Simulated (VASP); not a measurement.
# AlN (AlN (P6_3mc)) in VASP: single point with LDA

Aim: the single point of AlN (AlN (P6_3mc)) with LDA.

Program: VASP 6.6.1. These are calculated values, not measurements. Logs are shortened: lines on timing, memory, paths and dates and some standing lists are left out, and cuts for length are marked.

**1. The cell of the first run**

The typed cell holds 16 atoms: a = 6.260 Å, b = 6.260 Å, c = 5.017 Å, α = 90.00°, β = 90.00°, γ = 120.00°.

**2. Single point, LDA**

Contents of INCAR:

```
SYSTEM = AlN
  ALGO = Normal
  EDIFF = 1E-6
  ENCUT = 520
  GGA = CA
  ISIF = 2
  ISMEAR = -1
  LASPH = .True.
  LCHARG = .False.
  LREAL = Auto
  LWAVE = .False.
  NBANDS = 46
  NELM = 80
  PREC = Accurate
  SIGMA = 0.01
```

Contents of KPOINTS:

```
Automatic mesh
0
Gamma
  1 1 2
  0.25 0.25 0.25
```

Contents of POSCAR:

```
AlN
1.0
    6.2595139102      0.0000000601      0.0000000000
   -3.1297570100      5.4208980298      0.0000000000
    0.0000000000      0.0000000000      5.0174032950
Al N
8 8
Direct
    0.3335524029      0.1664661886      0.5000247806
    0.3335524029      0.6664661886      0.5000247806
    0.8335524029      0.1664661886      0.5000247806
    0.8335524029      0.6664661886      0.5000247806
    0.1664661886      0.3335524029      0.0000247806
    0.1664661886      0.8335524029      0.0000247806
    0.6664661886      0.3335524029      0.0000247806
    0.6664661886      0.8335524029      0.0000247806
    0.3319615438      0.1680198647      0.8799752194
    0.1680198647      0.3319615438      0.3799752194
    0.3319615438      0.6680198647      0.8799752194
    0.1680198647      0.8319615438      0.3799752194
    0.8319615438      0.1680198647      0.8799752194
    0.6680198647      0.3319615438      0.3799752194
    0.8319615438      0.6680198647      0.8799752194
    0.6680198647      0.8319615438      0.3799752194
```

Potentials or basis: VASP PAW LDA potentials, release 64 (Al, N).

On the command line:

```sh
cat potpaw_LDA.64/Al/POTCAR potpaw_LDA.64/N/POTCAR > POTCAR
mpirun -np 1 vasp_std > vasp.out
```

OUTCAR:

```text
SYSTEM = AlN
   EDIFF = 1E-6
   ENCUT = 520
   GGA = CA
   ISIF = 2
   ISMEAR = -1
   LASPH = .True.
   LREAL = Auto
   NELM = 80
   PREC = Accurate

 ion  position               nearest neighbor table
   1  0.334  0.166  0.500-  10 1.89   9 1.91  14 1.91  12 1.91   6 3.09   6 3.09   7 3.09   7 3.09
                             5 3.09   5 3.09   4 3.13   4 3.13   2 3.13   2 3.13   3 3.13   3 3.13
   2  0.334  0.666  0.500-  12 1.89  11 1.91  16 1.91  10 1.91   5 3.09   5 3.09   8 3.09   8 3.09
                             6 3.09   6 3.09   3 3.13   3 3.13   1 3.13   1 3.13   4 3.13   4 3.13
   3  0.834  0.166  0.500-  14 1.89  13 1.91  10 1.91  16 1.91   8 3.09   8 3.09   5 3.09   5 3.09
                             7 3.09   7 3.09   2 3.13   2 3.13   4 3.13   4 3.13   1 3.13   1 3.13
   4  0.834  0.666  0.500-  16 1.89  15 1.91  12 1.91  14 1.91   7 3.09   7 3.09   6 3.09   6 3.09
                             8 3.09   8 3.09   1 3.13   1 3.13   3 3.13   3 3.13   2 3.13   2 3.13
   5  0.166  0.334  0.000-   9 1.89  10 1.91  11 1.91  13 1.91   2 3.09   2 3.09   3 3.09   3 3.09
                             1 3.09   1 3.09   8 3.13   8 3.13   6 3.13   6 3.13   7 3.13   7 3.13
   6  0.166  0.834  0.000-  11 1.89  12 1.91   9 1.91  15 1.91   1 3.09   1 3.09   4 3.09   4 3.09
                             2 3.09   2 3.09   7 3.13   7 3.13   5 3.13   5 3.13   8 3.13   8 3.13
   7  0.666  0.334  0.000-  13 1.89  14 1.91  15 1.91   9 1.91   4 3.09   4 3.09   1 3.09   1 3.09
                             3 3.09   3 3.09   6 3.13   6 3.13   8 3.13   8 3.13   5 3.13   5 3.13
   8  0.666  0.834  0.000-  15 1.89  16 1.91  13 1.91  11 1.91   3 3.09   3 3.09   2 3.09   2 3.09
                             4 3.09   4 3.09   5 3.13   5 3.13   7 3.13   7 3.13   6 3.13   6 3.13
   9  0.332  0.168  0.880-   5 1.89   1 1.91   6 1.91   7 1.91
[... 14 lines left out ...]
 A1 = (   6.2595139102,   0.0000000601,   0.0000000000)
 A2 = (  -3.1297570100,   5.4208980298,   0.0000000000)
 A3 = (   0.0000000000,   0.0000000000,   5.0174032950)

Analysis of symmetry for initial positions (statically):
=====================================================================
 Subroutine PRICEL returns following result:

  LATTYP: Found a hexagonal cell.
 ALAT       =     3.1297569551
 C/A-ratio  =     1.6031287308

  Lattice vectors:

 A1 = (   3.1297569551,   0.0000000301,   0.0000000000)
 A2 = (  -1.5648785050,   2.7104490149,   0.0000000000)
 A3 = (   0.0000000000,   0.0000000000,   5.0174032950)

   4 primitive cells build up your supercell.

 Routine SETGRP: Setting up the symmetry group for a
 hexagonal supercell.

 Subroutine GETGRP returns: Found  2 space group operations
 (whereof  1 operations were pure point group operations)
 out of a pool of 24 trial point group operations.

The static configuration has the point symmetry C_1 .
 The point group associated with its full space group is C_1h.

Analysis of symmetry for dynamics (positions and initial velocities):
=====================================================================
 Subroutine PRICEL returns following result:

  LATTYP: Found a hexagonal cell.
 ALAT       =     3.1297569551
 C/A-ratio  =     1.6031287308

  Lattice vectors:

 A1 = (   3.1297569551,   0.0000000301,   0.0000000000)
 A2 = (  -1.5648785050,   2.7104490149,   0.0000000000)
 A3 = (   0.0000000000,   0.0000000000,   5.0174032950)

   4 primitive cells build up your supercell.

 Routine SETGRP: Setting up the symmetry group for a
 hexagonal supercell.

 Subroutine GETGRP returns: Found  2 space group operations
 (whereof  1 operations were pure point group operations)
 out of a pool of 24 trial point group operations.

The dynamic configuration has the point symmetry C_1 .
 The point group associated with its full space group is C_1h.

 Subroutine INISYM returns: Found  2 space group operations
 (whereof  1 operations are pure point group operations),
 and found     4 'primitive' translations

----------------------------------------------------------------------------------------

                                     Primitive cell

  volume of cell :      42.5629

  direct lattice vectors                    reciprocal lattice vectors
     3.129756955  0.000000030  0.000000000     0.319513626  0.184471283  0.000000000
    -1.564878505  2.710449015  0.000000000    -0.000000004  0.368942559  0.000000000
     0.000000000  0.000000000  5.017403295     0.000000000  0.000000000  0.199306283

  length of vectors
     3.129756955  3.129756955  5.017403295     0.368942559  0.368942559  0.199306283

  position of ions in fractional coordinates (direct lattice)
     0.667104806  0.332932377  0.500024781
     0.332932377  0.667104806  0.000024781
     0.663923088  0.336039729  0.879975219
     0.336039729  0.663923088  0.379975219

  ion indices of the primitive-cell ions
   primitive index   ion index
                 1           1
                 2           5
                 3           9
                 4          10

----------------------------------------------------------------------------------------

 KPOINTS: Automatic mesh

Automatic generation of k-mesh.
 Grid dimensions read from file:
 generate k-points for:    1    1    2

 Generating k-lattice:

  Cartesian coordinates                     Fractional coordinates (reciprocal lattice)
     0.159756813  0.092235641  0.000000000     1.000000000 -0.000000000  0.000000000
    -0.000000002  0.184471279  0.000000000     0.000000000  1.000000000  0.000000000
     0.000000000  0.000000000  0.099653141     0.000000000  0.000000000  0.500000000

  Length of vectors
     0.184471279  0.184471279  0.099653141

  Shift w.r.t. Gamma in fractional coordinates (k-lattice)
     0.250000000  0.250000000  0.250000000

 Subroutine IBZKPT returns following result:
 ===========================================

 Found      8 irreducible k-points:

 Following reciprocal coordinates:
            Coordinates               Weight
  0.250000  0.250000  0.125000      2.000000
 -0.250000  0.500000  0.125000      4.000000
  0.500000  0.250000  0.125000      4.000000
 -0.250000 -0.250000  0.125000      2.000000
  0.250000  0.250000 -0.375000      2.000000
 -0.250000  0.500000 -0.375000      4.000000
  0.500000  0.250000 -0.375000      4.000000
 -0.250000 -0.250000 -0.375000      2.000000
   k-points           NKPTS =      8   k-points in BZ     NKDIM =      8   number of bands    NBANDS=     46
   number of dos      NEDOS =    301   number of ions     NIONS =     16
   total plane-waves  NPLWV =  92160
   dimension x,y,z NGX =    48 NGY =   48 NGZ =   40
   dimension x,y,z NGXF=    96 NGYF=   96 NGZF=   80
   ions per type =               8   8
   NGX,Y,Z   is equivalent  to a cutoff of  12.75, 12.75, 13.25 a.u.
   NGXF,Y,Z  is equivalent  to a cutoff of  25.50, 25.50, 26.51 a.u.
 SYSTEM =  AlN
   PREC   = accura    normal or accurate (medium, high low for compatibility)
   ISTART =      0    job   : 0-new  1-cont  2-samecut
   ICHARG =      2    charge: 1-file 2-atom 10-const
   ISPIN  =      1    spin polarized calculation?
   LNONCOLLINEAR =      F non collinear calculations
   LSORBIT =      F    spin-orbit coupling
   LASPH  =      T    aspherical Exc in radial PAW
   ENCUT  =  520.0 eV  38.22 Ry    6.18 a.u.  11.64 11.64  9.33*2*pi/ulx,y,z
   NELM   =     80;   NELMIN=  2; NELMDL= -5     # of ELM steps
   EDIFF  = 0.1E-05   stopping-criterion for ELM
   LREAL  =      T    real-space projection
   EDIFFG = 0.1E-04   stopping-criterion for IOM
   NSW    =      0    number of steps for IOM
   IBRION =     -1    ionic relax: 0-MD 1-quasi-New 2-CG
   NFREE  =      0    steps in history (QN), initial steepest desc. (CG)
   ISIF   =      2    stress and relaxation
   ISYM   =      2    0-nonsym 1-usesym 2-fastsym
   POTIM  = 0.5000    time-step for ionic-motion
   TEBEG  =    0.0;   TEEND  =   0.0 temperature during run
   PSTRESS=    0.0 pullay stress
   NELECT =      64.0000    total number of electrons
   NUPDOWN=      -1.0000    fix difference up-down
   EMIN   =  10.00;   EMAX   =-10.00  energy-range for DOS
   EFERMI =   0.00;   METHOD = LEGACY
   ISMEAR =    -1;   SIGMA  =   0.01  broadening in eV -4-tet -1-fermi 0-gaus
   EFERMI_NEDOS =   21; number of points for ismear=-14 and -15
   IALGO  =     38    algorithm
   IMIX   =      4    mixing-type and parameters
     AMIX     =   0.40;   BMIX     =  1.00
     AMIX_MAG =   1.60;   BMIX_MAG =  1.00
  volume/ion in A,a.u.               =      10.64        71.81
  Fermi-wavevector in a.u.,A,eV,Ry     =   1.181511  2.232733 18.993310  1.395969
  Thomas-Fermi vector in A             =   2.317783
   LORBIT       =      0    0 simple, 1 ext, 2 COOP (PROOUT), +10 PAW based schemes
   GGA     = CA    functional components
   LHFCALC =     F    Hartree Fock is set to
   AEXX    =    0.0000 exact exchange contribution
   IVDW    =     0    specifies the selected vdW correction
   LEPSILON=     F    determine dielectric tensor
   LRPA    =     F    only Hartree local field effects (RPA)
 non-spin polarized calculation
  energy-cutoff  :      520.00
  volume of cell :      170.25
 maximum number of plane-waves:      4583
 NGX is ok and might be reduce to    48
   NGX = 23   NGY = 23   NGZ = 19

 number of electron      64.0000004 magnetization

 Free energy of the ion-electron system (eV)
  ---------------------------------------------------
  ext. energy  EPLUGINS =         0.00000000
  ---------------------------------------------------
  free energy    TOTEN  =      -132.77239969 eV

  energy without entropy =     -132.77239969  energy(sigma->0) =     -132.77239969

 E-fermi :   5.5580     XC(G=0): -11.1730

 val. band max:        5.2964977121   @ k =  -0.2500  -0.2500   0.1250
 cond. band min:      10.8885754514   @ k =  -0.2500   0.5000   0.1250
 fundamental gap:      5.5920777393
 Fermi energy:         5.5580335042

 k-point     1 :       0.2500    0.2500    0.1250
  band No.  band energies     occupation
      1      -8.6298      2.00000
      2      -7.9782      2.00000
      3      -7.9782      2.00000
      4      -6.9111      2.00000
      5      -6.9076      2.00000
      6      -6.6493      2.00000
[... 365 lines left out ...]
     43      14.3816      0.00000
     44      14.4563      0.00000
 [bands above 44 left out]

------------------------ aborting loop because EDIFF is reached ----------------------------------------

  FORCE on cell =-STRESS in cart. coord.  units (eV):
  Direction    XX          YY          ZZ          XY          YZ          ZX
  --------------------------------------------------------------------------------------
  -------------------------------------------------------------------------------------
  Total       -9.6710256    -10.6535164     -5.1846236     -0.8508620     -0.0036262     -0.0020936
  in kB      -91.0106578   -100.2565373    -48.7906896     -8.0071662     -0.0341249     -0.0197020
  external PRESSURE =     -80.0192949 kB  Pullay stress =       0.0000000 kB

 VOLUME and BASIS-vectors are now :
 -----------------------------------------------------------------------------
  energy-cutoff  :      520.00
  volume of cell :      170.25
      direct lattice vectors                 reciprocal lattice vectors
     6.259513910  0.000000060  0.000000000     0.159756813  0.092235641  0.000000000
    -3.129757010  5.420898030  0.000000000    -0.000000002  0.184471279  0.000000000
     0.000000000  0.000000000  5.017403295     0.000000000  0.000000000  0.199306283

 POSITION                                       TOTAL-FORCE (eV/Angst)
 -----------------------------------------------------------------------------------
      1.56688      0.90240      2.50883         0.112568     -0.066788      0.019343
      0.00200      3.61285      2.50883         0.112568     -0.066788      0.019343
      4.69663      0.90240      2.50883         0.112568     -0.066788      0.019343
      3.13176      3.61285      2.50883         0.112568     -0.066788      0.019343
     -0.00194      1.80815      0.00012        -0.114124      0.064093      0.019343
     -1.56682      4.51860      0.00012        -0.114124      0.064093      0.019343
[... 8 lines left out ...]
      3.11694      3.62127      4.41519         0.176239     -0.099955     -0.019343
      1.57764      4.50998      1.90649        -0.174683      0.102650     -0.019343
 -----------------------------------------------------------------------------------
    total drift:                               -0.000181     -0.000313      0.007370

  FREE ENERGIE OF THE ION-ELECTRON SYSTEM (eV)
  ---------------------------------------------------
  free  energy   TOTEN  =      -132.7723996858 eV

  energy  without entropy=     -132.7723996858  energy(sigma->0) =     -132.77239969
```

Run time: 43 s. Hardware: 1 thread of Intel Xeon 6975P-C (Granite Rapids), shared host; peak memory 0.24 GiB.

What came out:

* Free energy: -132.7724 eV
* Pressure: -8.0 GPa
* Largest force: 0.204 eV/Å
* Band gap on the k mesh: 5.59 eV

Forces on the atoms (eV/Å):
```
Al   0.113 -0.067  0.019
Al   0.113 -0.067  0.019
Al   0.113 -0.067  0.019
Al   0.113 -0.067  0.019
Al  -0.114  0.064  0.019
Al  -0.114  0.064  0.019
Al  -0.114  0.064  0.019
Al  -0.114  0.064  0.019
N    0.176 -0.100 -0.019
N   -0.175  0.103 -0.019
N    0.176 -0.100 -0.019
N   -0.175  0.103 -0.019
N    0.176 -0.100 -0.019
N   -0.175  0.103 -0.019
N    0.176 -0.100 -0.019
N   -0.175  0.103 -0.019
```

Caveat: the k points lie up to 1.16 Å⁻¹ apart.
